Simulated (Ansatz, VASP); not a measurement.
# One calculation of Pd, two programs

```xyz
1
Lattice="0.0000 2.0159 2.0159 2.0159 0.0000 2.0159 2.0159 2.0159 0.0000" Properties=species:S:1:pos:R:3 pbc="T T T"
Pd    0.0000    0.0000    0.0000
```

Alike in both runs: functional BLYP; k mesh 14 × 14 × 14; occupations fermi-dirac, width 0.05 eV; collinear spin.

Ansatz relaxed the structure, and its values are those at the end. VASP's run is a single point on that final structure, the one shown.

```csv
,VASP,Ansatz
version,VASP 6.6.1,Ansatz 0.2.0
potentials or method,"VASP PAW PBE potentials, release 64 (Pd), cutoff 520 eV","plane waves (420 eV) with PAW, scalar-relativistic"
valence electrons in the cell,10,18
```

VASP gave:

| Item | Value |
| --- | --- |
| pressure (GPa) | 0.3 |
| net moment per atom (μB) | 0.39 |
| size of the moment on the site where the two differ most (μB) | 0.39 |

Estimate Ansatz's values.

pressure (GPa): 0.0; net moment per atom (μB): 0.39; size of the moment on the site where the two differ most (μB): 0.40.

VASP's potentials were made for PBE, not for BLYP. Site moments also hang on the region over which each program counts them. With one functional, cell and mesh, what is left measures potentials, basis and numerics. VASP's potentials hold 10 valence electrons a cell and Ansatz's 18, so a difference there can come from the potentials and not from the codes.
